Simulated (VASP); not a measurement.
# WC (dq5) (P-6m2) in VASP: notebook, part 2 of 2

VASP 6.6.1. Earlier steps stand in the parts before.

**3. Single point, LDA**

This run uses another cell than the first one, of 10.13 Å³/atom, 0.997 times its volume.

Input file INCAR:

```
  ALGO = Normal
  EDIFF = 1E-7
  ENCUT = 520
  ISIF = 2
  ISMEAR = 0
  LASPH = True
  LCHARG = False
  LREAL = False
  LWAVE = False
  NBANDS = 16
  NELM = 60
  PREC = Accurate
  SIGMA = 0.1
```

Input file KPOINTS:

```
k-points
0
Gamma
  15 15 12
```

Input file POSCAR:

```
WC
1.0
    2.8842797635      0.0000000000      0.0000000000
   -1.4421398818      2.4978595469      0.0000000000
    0.0000000000      0.0000000000      2.8121000680
W C
1 1
Direct
    0.0000000000      0.0000000000      0.0000000000
    0.6666666667      0.3333333333      0.5000000000
```

Potentials or basis: VASP PAW LDA potentials, release 64 (W_sv, C).

Command:

```console
> cat potpaw_LDA.64/W_sv/POTCAR potpaw_LDA.64/C/POTCAR > POTCAR
> mpirun -np 1 vasp_std > vasp.out
```

Run time: 36 s. Hardware: 1 thread of Intel Xeon 6975P-C (Granite Rapids), shared host; peak memory 0.17 GiB.

Results (log left out):

```
Free energy            : -24.7009 eV
Pressure               : 2.6 GPa
Band gap on the k mesh : zero (band 9 reaches 11.94 eV, above the bottom of band 10 at 10.69 eV)
```

Stress tensor (GPa, compression positive):
```
2.41 0.00 0.00
0.00 2.41 0.00
0.00 0.00 2.91
```

Levels at points of the mesh, in eV from the Fermi level:
```csv
k point,band 5,band 6,band 7,band 8,band 9,band 10,band 11,band 12,band 13,band 14
"(0.00, 0.00, 0.00)",-14.42,-4.42,-3.41,-3.41,0.17,3.34,3.34,5.78,5.78,6.70
"(0.00, 0.00, 0.50)",-10.17,-8.71,-2.06,-2.06,-0.61,-0.61,3.81,4.59,4.59,10.17
```

Caveat: spin-orbit coupling is left out, which moves the levels of the heavy elements.

**4. Single point, LDA**

This run uses another cell than the first one, of 10.13 Å³/atom, 0.998 times its volume.

Input file INCAR:

```
SYSTEM = WC
PREC     = Accurate       ! precision mode
ENCUT    = 520            ! plane-wave cutoff, eV
EDIFF    = 1E-6           ! SCF threshold, eV
ISMEAR   = -1             ! smearing method
SIGMA    = 0.15           ! smearing width, eV
LREAL    = .FALSE.        ! projectors in reciprocal space
LASPH    = .TRUE.         ! aspherical terms in the spheres
NELM     = 80             ! most SCF steps
ALGO     = Normal         ! electronic algorithm
ISIF     = 2              ! what is computed and relaxed
LWAVE    = .FALSE.        ! write WAVECAR
LCHARG   = .TRUE.         ! write CHGCAR
LELF     = .TRUE.         ! ELF
LVHAR    = .TRUE.       
NBANDS   = 16             ! bands
```

Input file KPOINTS:

```
regular mesh
0
G
  16 16 12
  0 0 0
```

Input file POSCAR:

```
WC
1.0
    2.8849425407      0.0000000000      0.0000000000
   -1.4424712704      2.4984335287      0.0000000000
    0.0000000000      0.0000000000      2.8116247138
W C
1 1
Direct
    0.0000000000      0.0000000000      0.0000000000
    0.6666666667      0.3333333333      0.5000000000
```

Command:

```console
> cat potpaw_LDA.64/W_sv/POTCAR potpaw_LDA.64/C/POTCAR > POTCAR
> mpirun -np 1 vasp_std > vasp.out
```

Wall time 36 s (1 thread of Intel Xeon 6975P-C (Granite Rapids), shared host); peak memory 0.18 GiB.

It converged, with:

```
Free energy            : -24.7109 eV
Pressure               : 2.6 GPa
Band gap on the k mesh : zero (band 9 reaches 11.97 eV, above the bottom of band 10 at 10.69 eV)
```

Stress tensor (GPa, compression positive):
```
2.40 0.00 0.00
0.00 2.40 0.00
0.00 0.00 2.86
```

Levels at points of the mesh, in eV from the Fermi level:
```tsv
k point	band 7	band 8	band 9	band 10	band 11	band 12
(0.00, 0.00, 0.00)	-3.49	-3.49	0.09	3.25	3.25	5.70
(0.50, 0.00, 0.00)	-3.76	-3.73	-0.50	2.33	4.59	4.97
(0.00, 0.00, 0.50)	-2.15	-2.15	-0.69	-0.69	3.73	4.50
(0.50, 0.00, 0.50)	-4.50	-4.20	0.36	4.50	5.44	6.86
```

Caveat: spin-orbit coupling is left out, which moves the levels of the heavy elements.

**5. Relaxation of cell and atoms, LDA**

Input file INCAR:

```
ALGO     = Normal         # electronic algorithm
EDIFF    = 1E-7           # SCF threshold, eV
EDIFFG   = -0.002         # ionic threshold
ENCUT    = 600            # plane-wave cutoff, eV
GGA      = CA             # functional
IBRION   = 2              # ionic algorithm
ISIF     = 3              # what is computed and relaxed
ISMEAR   = 0              # smearing method
LASPH    = T              # aspherical terms in the spheres
LCHARG   = F              # write CHGCAR
LREAL    = F              # projectors in reciprocal space
LWAVE    = F              # write WAVECAR
NELM     = 80             # most SCF steps
NSW      = 100            # ionic steps
PREC     = Accurate       # precision mode
SIGMA    = 0.1            # smearing width, eV
```

Input file KPOINTS:

```
k-points
0
Gamma
  15 15 12
```

Input file POSCAR:

```
WC
1.0
    2.8820700000      0.0000000000      0.0000000000
   -1.4410350000      2.4959458400      0.0000000000
    0.0000000000      0.0000000000      2.8238700000
W C
1 1
Direct
    0.0000000000      0.0000000000      0.0000000000
    0.6666666700      0.3333333300      0.5000000000
```

Command:

```console
> cat potpaw_LDA.64/W_sv/POTCAR potpaw_LDA.64/C/POTCAR > POTCAR
> mpirun -np 1 vasp_std > vasp.out
```

Run time: 91 s. Hardware: 1 thread of Intel Xeon 6975P-C (Granite Rapids), shared host; peak memory 0.19 GiB.

Results (log left out):

```
Free energy                            : -24.7032 eV
Relaxed volume                         : 10.19 Å³/atom
Relaxed cell                           : a = 2.890 Å, b = 2.890 Å, c = 2.818 Å, α = 90.00°, β = 90.00°, γ = 120.00°
Space group after relaxing (to 0.05 Å) : P-6m2 (No. 187)
Energy gained by relaxing              : 0.5 meV/atom
Ionic steps                            : 5
Pressure after relaxing                : 0.0 GPa
Band gap on the k mesh                 : zero (band 9 reaches 11.85 eV, above the bottom of band 10 at 10.61 eV)
```

Step by step:
| step | energy change (eV) | largest force (eV/Å) | pressure (GPa) | volume (Å³) |
| --- | --- | --- | --- | --- |
| 1 | 0.0000 | 0.0000 | 1.11 | 20.31 |
| 2 | 0.0013 | 0.0000 | -2.64 | 20.52 |
| 3 | -0.0009 | 0.0000 | -0.39 | 20.39 |
| 4 | -0.0008 | 0.0000 | 0.83 | 20.34 |
| 5 | -0.0009 | 0.0000 | -0.01 | 20.38 |

Final structure:
```cif
data_structure
_symmetry_space_group_name_H-M 'P 1'
_symmetry_Int_Tables_number 1
_cell_length_a 2.8898
_cell_length_b 2.8898
_cell_length_c 2.8177
_cell_angle_alpha 90.000
_cell_angle_beta 90.000
_cell_angle_gamma 120.000
_cell_volume 20.38
loop_
_atom_site_label
_atom_site_type_symbol
_atom_site_fract_x
_atom_site_fract_y
_atom_site_fract_z
_atom_site_occupancy
W1 W 0.00000 0.00000 0.00000 1
C1 C 0.66667 0.33333 0.50000 1
```

Levels at points of the mesh, in eV from the Fermi level:
```tsv
k point	band 5	band 6	band 7	band 8	band 9	band 10	band 11	band 12	band 13
(0.00, 0.00, 0.00)	-14.38	-4.39	-3.38	-3.38	0.17	3.31	3.31	5.74	5.74
(0.00, 0.00, 0.50)	-10.17	-8.68	-2.04	-2.04	-0.60	-0.60	3.78	4.57	4.57
```

Caveat: spin-orbit coupling is left out, which moves the levels of the heavy elements.

**6. Relaxation of cell and atoms, LDA**

This run uses another cell than the first one, of 10.13 Å³/atom, 0.997 times its volume.

Input file INCAR:

```
PREC = Accurate ; ENCUT = 600
EDIFF = 1E-6 ; ISMEAR = -1
SIGMA = 0.15 ; LREAL = F
LASPH = T ; NELM = 100
ALGO = Normal ; ISIF = 3
LWAVE = F ; LCHARG = F
GGA = CA ; IBRION = 2
NSW = 80 ; EDIFFG = -0.001
```

Input file KPOINTS:

```
regular mesh
0
Gamma
  16 16 12
```

Input file POSCAR:

```
WC
1.0
    2.8842797635      0.0000000000      0.0000000000
   -1.4421398818      2.4978595469      0.0000000000
    0.0000000000      0.0000000000      2.8121000680
W C
1 1
Direct
    0.0000000000      0.0000000000      0.0000000000
    0.6666666667      0.3333333333      0.5000000000
```

Potentials or basis: VASP PAW LDA potentials, release 64 (W_sv, C).

Command:

```console
> cat potpaw_LDA.64/W_sv/POTCAR potpaw_LDA.64/C/POTCAR > POTCAR
> mpirun -np 1 vasp_std > vasp.out
```

It took 3.4 min on 1 thread of Intel Xeon 6975P-C (Granite Rapids), shared host; peak memory 0.2 GiB.

Results (log left out):

```
Free energy                            : -24.7131 eV
Relaxed volume                         : 10.19 Å³/atom
Relaxed cell                           : a = 2.890 Å, b = 2.890 Å, c = 2.817 Å, α = 90.00°, β = 90.00°, γ = 120.00°
Space group after relaxing (to 0.05 Å) : P-6m2 (No. 187)
Energy gained by relaxing              : 0.5 meV/atom
Ionic steps                            : 17
Pressure after relaxing                : 0.0 GPa
Band gap on the k mesh                 : zero (band 9 reaches 11.88 eV, above the bottom of band 10 at 10.61 eV)
```

Step by step:
```tsv
step	energy change (eV)	largest force (eV/Å)	pressure (GPa)	volume (Å³)
1	0.0000	0.0000	2.59	20.26
2	0.0073	0.0000	-7.19	20.74
3	-0.0010	0.0000	-0.01	20.38
4	-0.0010	0.0000	-0.02	20.38
5	-0.0007	0.0000	1.27	20.32
6	-0.0010	0.0000	0.11	20.38
7	-0.0010	0.0000	0.05	20.38
8	-0.0010	0.0000	0.07	20.38
9	-0.0010	0.0000	0.06	20.38
10	-0.0010	0.0000	0.07	20.38
11	-0.0010	0.0000	0.06	20.38
12	-0.0010	0.0000	0.07	20.38
13	-0.0010	0.0000	0.07	20.38
14	-0.0010	0.0000	-0.10	20.39
15	-0.0010	0.0000	-0.03	20.38
16	-0.0010	0.0000	-0.03	20.38
17	-0.0010	0.0000	-0.01	20.38
```

Final structure:
```cif
data_structure
_symmetry_space_group_name_H-M 'P 1'
_symmetry_Int_Tables_number 1
_cell_length_a 2.8903
_cell_length_b 2.8903
_cell_length_c 2.8171
_cell_angle_alpha 90.000
_cell_angle_beta 90.000
_cell_angle_gamma 120.000
_cell_volume 20.38
loop_
_atom_site_label
_atom_site_type_symbol
_atom_site_fract_x
_atom_site_fract_y
_atom_site_fract_z
_atom_site_occupancy
W1 W 0.00000 0.00000 0.00000 1
C1 C 0.66667 0.33333 0.50000 1
```

Levels at points of the mesh, in eV from the Fermi level:
```csv
k point,band 6,band 7,band 8,band 9,band 10,band 11,band 12,band 13
"(0.00, 0.00, 0.00)",-4.47,-3.47,-3.47,0.09,3.23,3.23,5.66,5.66
"(0.50, 0.00, 0.00)",-7.09,-3.73,-3.70,-0.49,2.32,4.56,4.93,6.89
"(0.00, 0.00, 0.50)",-8.76,-2.13,-2.13,-0.68,-0.68,3.71,4.49,4.49
"(0.50, 0.00, 0.50)",-6.59,-4.47,-4.19,0.35,4.47,5.39,6.81,9.28
```

Caveat: spin-orbit coupling is left out, which moves the levels of the heavy elements.

**7. Overview**

```csv
task,cell,k mesh,cutoff (eV),smearing,gap on the mesh (eV),pressure (GPa),relaxed volume (Å³/atom)
single point,"a = 2.882, b = 2.882, c = 2.824 Å, angles 90.0, 90.0, 120.0°, 2 atoms",9 × 9 × 6,520,gaussian 0.1 eV,none,1.4,-
single point,"a = 2.884, b = 2.884, c = 2.812 Å, angles 90.0, 90.0, 120.0°, 2 atoms",15 × 15 × 12,520,gaussian 0.1 eV,none,2.6,-
single point,"a = 2.885, b = 2.885, c = 2.812 Å, angles 90.0, 90.0, 120.0°, 2 atoms",16 × 16 × 12,520,fermi-dirac 0.15 eV,none,2.6,-
relaxation of cell and atoms,"relaxed from a = 2.882, b = 2.882, c = 2.824 Å, angles 90.0, 90.0, 120.0°, 2 atoms",15 × 15 × 12,600,gaussian 0.1 eV,none,0.0,10.19
relaxation of cell and atoms,"relaxed from a = 2.884, b = 2.884, c = 2.812 Å, angles 90.0, 90.0, 120.0°, 2 atoms",16 × 16 × 12,600,fermi-dirac 0.15 eV,none,0.0,10.19
```

Alike in all rows: level LDA; potentials or basis VASP PAW LDA potentials, release 64 (W_sv, C); no spin polarisation.

Caveats: some runs use coarse meshes; spin-orbit coupling is left out, which moves the levels of the heavy elements.

Total energies depend on the potentials used, so only differences within one code and one set of settings carry meaning.
